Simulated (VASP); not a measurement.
# N (P6_3/mmc) in VASP: settings compared, part 3 of 3

VASP 6.6.1. The steps go on from the part before.

### 6 Single point, r2SCAN

The input, POSCAR:

```
N
1.0
    3.5804202189      0.0000000000      0.0000000000
   -1.7902101095      3.1007348658      0.0000000000
    0.0000000000      0.0000000000      7.6415139778
N
4
Direct
    0.3333333333      0.6666666667      0.3215707895
    0.3333333333      0.6666666667      0.1784292105
    0.6666666667      0.3333333333      0.8215707895
    0.6666666667      0.3333333333      0.6784292105
```

The input, INCAR.step1:

```
SYSTEM = N
ALGO = Normal
EDIFF = 1E-4
ENCUT = 520
GGA = PE
ISMEAR = 0
LASPH = .TRUE.
LCHARG = .FALSE.
LREAL = .FALSE.
LWAVE = .TRUE.
NBANDS = 18
NELM = 100
PREC = Accurate
SIGMA = 0.01
```

The input, INCAR.step2:

```
SYSTEM = N
ALGO = Normal
EDIFF = 1E-7
ENCUT = 520
ISIF = 2
ISMEAR = 0
ISTART = 1
LASPH = .TRUE.
LCHARG = .FALSE.
LMIXTAU = .TRUE.
LREAL = .FALSE.
LWAVE = .FALSE.
METAGGA = R2SCAN
NBANDS = 18
NELM = 100
PREC = Accurate
SIGMA = 0.01
```

The input, KPOINTS:

```
k-points
0
G
  6 6 4
  0 0 0
```

Potentials or basis: VASP PAW PBE potentials, release 64 (N).

On the command line:

```bash
$ cat potpaw_PBE.64/N/POTCAR > POTCAR
$ cp INCAR.step1 INCAR
$ mpirun -np 1 vasp_std > vasp.out
$ cp INCAR.step2 INCAR
$ mpirun -np 1 vasp_std > vasp.out
```

OUTCAR:

```text
SYSTEM = N
   EDIFF = 1E-7
   ENCUT = 520
   ISIF = 2
   ISMEAR = 0
   ISTART = 1
   LASPH = .TRUE.
   LREAL = .FALSE.
   METAGGA = R2SCAN
   NELM = 100
   PREC = Accurate

 ion  position               nearest neighbor table
   1  0.333  0.667  0.322-   2 1.09
   2  0.333  0.667  0.178-   1 1.09
   3  0.667  0.333  0.822-   4 1.09
   4  0.667  0.333  0.678-   3 1.09

  LATTYP: Found a hexagonal cell.
 ALAT       =     3.5804202189
 C/A-ratio  =     2.1342505937

  Lattice vectors:

 A1 = (   3.5804202189,   0.0000000000,   0.0000000000)
 A2 = (  -1.7902101095,   3.1007348658,   0.0000000000)
 A3 = (   0.0000000000,   0.0000000000,   7.6415139778)

Analysis of symmetry for initial positions (statically):
=====================================================================
 Subroutine PRICEL returns:
 Original cell was already a primitive cell.

 Routine SETGRP: Setting up the symmetry group for a
 hexagonal supercell.

 Subroutine GETGRP returns: Found 24 space group operations
 (whereof 12 operations were pure point group operations)
 out of a pool of 24 trial point group operations.

The static configuration has the point symmetry D_3d.
 The point group associated with its full space group is D_6h.

Analysis of symmetry for dynamics (positions and initial velocities):
=====================================================================
 Subroutine PRICEL returns:
 Original cell was already a primitive cell.

 Routine SETGRP: Setting up the symmetry group for a
 hexagonal supercell.

 Subroutine GETGRP returns: Found 24 space group operations
 (whereof 12 operations were pure point group operations)
 out of a pool of 24 trial point group operations.

The dynamic configuration has the point symmetry D_3d.
 The point group associated with its full space group is D_6h.

 Subroutine INISYM returns: Found 24 space group operations
 (whereof 12 operations are pure point group operations),
 and found     1 'primitive' translations

----------------------------------------------------------------------------------------

                                     Primitive cell

  volume of cell :      84.8356

  direct lattice vectors                    reciprocal lattice vectors
     3.580420219  0.000000000  0.000000000     0.279296825  0.161252097  0.000000000
    -1.790210110  3.100734866  0.000000000     0.000000000  0.322504194  0.000000000
     0.000000000  0.000000000  7.641513978     0.000000000  0.000000000  0.130864120

  length of vectors
     3.580420219  3.580420219  7.641513978     0.322504194  0.322504194  0.130864120

  position of ions in fractional coordinates (direct lattice)
     0.333333333  0.666666667  0.321570790
     0.333333333  0.666666667  0.178429210
     0.666666667  0.333333333  0.821570790
     0.666666667  0.333333333  0.678429210

  ion indices of the primitive-cell ions
   primitive index   ion index
                 1           1
                 2           2
                 3           3
                 4           4

----------------------------------------------------------------------------------------

 KPOINTS: k-points

Automatic generation of k-mesh.
 Grid dimensions read from file:
 generate k-points for:    6    6    4

 Generating k-lattice:

  Cartesian coordinates                     Fractional coordinates (reciprocal lattice)
     0.046549471  0.026875350  0.000000000     0.166666667 -0.000000000  0.000000000
     0.000000000  0.053750699  0.000000000     0.000000000  0.166666667  0.000000000
     0.000000000  0.000000000  0.032716030     0.000000000  0.000000000  0.250000000

  Length of vectors
     0.053750699  0.053750699  0.032716030

  Shift w.r.t. Gamma in fractional coordinates (k-lattice)
     0.000000000  0.000000000  0.000000000

 Subroutine IBZKPT returns following result:
 ===========================================

 Found     21 irreducible k-points:

 Following reciprocal coordinates:
            Coordinates               Weight
  0.000000  0.000000  0.000000      1.000000
  0.166667  0.000000  0.000000      6.000000
  0.333333  0.000000  0.000000      6.000000
  0.500000  0.000000  0.000000      3.000000
  0.166667  0.166667  0.000000      6.000000
  0.333333  0.166667  0.000000     12.000000
[... 13 lines left out ...]
  0.333333  0.166667  0.500000     12.000000
  0.333333  0.333333  0.500000      2.000000
   k-points           NKPTS =     21   k-points in BZ     NKDIM =     21   number of bands    NBANDS=     18
   number of dos      NEDOS =    301   number of ions     NIONS =      4
   total plane-waves  NPLWV =  47040
   dimension x,y,z NGX =    28 NGY =   28 NGZ =   60
   dimension x,y,z NGXF=    56 NGYF=   56 NGZF=  120
   ions per type =               4
   NGX,Y,Z   is equivalent  to a cutoff of  13.00, 13.00, 13.05 a.u.
   NGXF,Y,Z  is equivalent  to a cutoff of  26.00, 26.00, 26.11 a.u.
 SYSTEM =  N
   PREC   = accura    normal or accurate (medium, high low for compatibility)
   ISTART =      1    job   : 0-new  1-cont  2-samecut
   ICHARG =      0    charge: 1-file 2-atom 10-const
   ISPIN  =      1    spin polarized calculation?
   LNONCOLLINEAR =      F non collinear calculations
   LSORBIT =      F    spin-orbit coupling
   LASPH  =      T    aspherical Exc in radial PAW
   ENCUT  =  520.0 eV  38.22 Ry    6.18 a.u.   6.66  6.66 14.21*2*pi/ulx,y,z
   NELM   =    100;   NELMIN=  2; NELMDL=  0     # of ELM steps
   EDIFF  = 0.1E-06   stopping-criterion for ELM
   LREAL  =      F    real-space projection
   EDIFFG = 0.1E-05   stopping-criterion for IOM
   NSW    =      0    number of steps for IOM
   IBRION =     -1    ionic relax: 0-MD 1-quasi-New 2-CG
   NFREE  =      0    steps in history (QN), initial steepest desc. (CG)
   ISIF   =      2    stress and relaxation
   ISYM   =      2    0-nonsym 1-usesym 2-fastsym
   POTIM  = 0.5000    time-step for ionic-motion
   TEBEG  =    0.0;   TEEND  =   0.0 temperature during run
   PSTRESS=    0.0 pullay stress
   NELECT =      20.0000    total number of electrons
   NUPDOWN=      -1.0000    fix difference up-down
   EMIN   =  10.00;   EMAX   =-10.00  energy-range for DOS
   EFERMI =   0.00;   METHOD = LEGACY
   ISMEAR =     0;   SIGMA  =   0.01  broadening in eV -4-tet -1-fermi 0-gaus
   EFERMI_NEDOS =   21; number of points for ismear=-14 and -15
   IALGO  =     38    algorithm
   IMIX   =      4    mixing-type and parameters
     AMIX     =   0.40;   BMIX     =  1.00
     AMIX_MAG =   1.60;   BMIX_MAG =  1.00
  volume/ion in A,a.u.               =      21.21       143.12
  Fermi-wavevector in a.u.,A,eV,Ry     =   1.011328  1.911133 13.915833  1.022785
  Thomas-Fermi vector in A             =   2.144371
   LORBIT       =      0    0 simple, 1 ext, 2 COOP (PROOUT), +10 PAW based schemes
   METAGGA = R2SCAN    functional components
   LHFCALC =     F    Hartree Fock is set to
   AEXX    =    0.0000 exact exchange contribution
   IVDW    =     0    specifies the selected vdW correction
   LEPSILON=     F    determine dielectric tensor
   LRPA    =     F    only Hartree local field effects (RPA)
 non-spin polarized calculation
 Gauss-broadening in eV      SIGMA  =   0.01
  energy-cutoff  :      520.00
  volume of cell :       84.84
 maximum number of plane-waves:      2321
 NGX is ok and might be reduce to    28
   NGX = 13   NGY = 13   NGZ = 29

 number of electron      19.9999996 magnetization

 Free energy of the ion-electron system (eV)
  ---------------------------------------------------
  ext. energy  EPLUGINS =         0.00000000
  ---------------------------------------------------
  free energy    TOTEN  =       -36.41824694 eV

  energy without entropy =      -36.41824694  energy(sigma->0) =      -36.41824694

 E-fermi :  -6.6272     XC(G=0):  -6.8728

 val. band max:       -6.7051986002   @ k =   0.1667   0.1667   0.0000
 cond. band min:       0.9963241414   @ k =   0.5000   0.0000   0.0000
 fundamental gap:      7.7015227416
 Fermi energy:        -6.6272201461

 k-point     1 :       0.0000    0.0000    0.0000
  band No.  band energies     occupation
      1     -26.3381      2.00000
      2     -26.3182      2.00000
      3     -11.0999      2.00000
      4     -10.3466      2.00000
      5      -8.1095      2.00000
      6      -8.1095      2.00000
[... 418 lines left out ...]
      5      -8.6453      2.00000
      6      -8.6453      2.00000
[... 10 lines left out ...]
     17       8.4060      0.00000
     18       8.4060      0.00000

------------------------ aborting loop because EDIFF is reached ----------------------------------------

  FORCE on cell =-STRESS in cart. coord.  units (eV):
  Direction    XX          YY          ZZ          XY          YZ          ZX
  --------------------------------------------------------------------------------------
  -------------------------------------------------------------------------------------
  Total        0.0110026      0.0110026      4.8698280     -0.0000000      0.0000000     -0.0000000
  in kB        0.2077918      0.2077918     91.9699947     -0.0000000      0.0000000     -0.0000000
  external PRESSURE =      30.7951928 kB  Pullay stress =       0.0000000 kB

 VOLUME and BASIS-vectors are now :
 -----------------------------------------------------------------------------
  energy-cutoff  :      520.00
  volume of cell :       84.84
      direct lattice vectors                 reciprocal lattice vectors
     3.580420219  0.000000000  0.000000000     0.279296825  0.161252097  0.000000000
    -1.790210110  3.100734866  0.000000000     0.000000000  0.322504194  0.000000000
     0.000000000  0.000000000  7.641513978     0.000000000  0.000000000  0.130864120

 POSITION                                       TOTAL-FORCE (eV/Angst)
 -----------------------------------------------------------------------------------
     -0.00000      2.06716      2.45729         0.000000      0.000000      2.245151
     -0.00000      2.06716      1.36347        -0.000000     -0.000000     -2.245151
      1.79021      1.03358      6.27804         0.000000     -0.000000      2.245151
      1.79021      1.03358      5.18423        -0.000000      0.000000     -2.245151
 -----------------------------------------------------------------------------------
    total drift:                               -0.000000      0.000000      0.000000

  FREE ENERGIE OF THE ION-ELECTRON SYSTEM (eV)
  ---------------------------------------------------
  free  energy   TOTEN  =       -36.4182469363 eV

  energy  without entropy=      -36.4182469363  energy(sigma->0) =      -36.41824694
```

Wall time 2 min (1 thread of Intel Xeon Platinum 8259CL at 2.50GHz (Skylake/Cascade Lake), shared host); peak memory 0.21 GiB.

Results:

```
Free energy            : -36.4182 eV
Pressure               : 3.1 GPa
Largest force          : 2.245 eV/Å
Band gap on the k mesh : 7.70 eV, indirect (least direct gap 7.75 eV)
```

Forces on the atoms (eV/Å):
```
N    0.000  0.000  2.245
N    0.000  0.000 -2.245
N    0.000  0.000  2.245
N    0.000  0.000 -2.245
```

Caveat: the standard files for N, O and F lose accuracy on very short bonds; the PAW data sets were made with another functional, which shifts forces and pressure a little. A k mesh can miss the band edges.

### 7 Overview

| level | potentials or basis | k mesh | gap on the mesh (eV) | pressure (GPa) | largest force (eV/Å) |
| --- | --- | --- | --- | --- | --- |
| LDA | VASP PAW LDA potentials, release 64 (N) | 6 × 6 × 2 | 6.85 | 1.6 | 1.58 |
| PBE | VASP PAW PBE potentials, release 64 (N) | 6 × 6 × 2 | 7.03 | 4.9 | 3.13 |
| r2SCAN | VASP PAW PBE potentials, release 64 (N) | 6 × 6 × 2 | 7.70 | 3.1 | 2.25 |
| r2SCAN | VASP PAW PBE potentials, release 64 (N) | 6 × 6 × 4 | 7.70 | 3.1 | 2.25 |

Alike in all rows: task single point; no spin polarisation; cell as given; cutoff (eV) 520; smearing gaussian 0.01 eV.

Caveats: the standard files for N, O and F lose accuracy on very short bonds; forces of over 1 eV/Å act on the atoms, so gaps and moduli don't describe the material at rest (some runs); the PAW data sets were made with another functional, which shifts forces and pressure a little (some runs).

Total energies depend on the potentials used, so only differences within one code and one set of settings carry meaning.
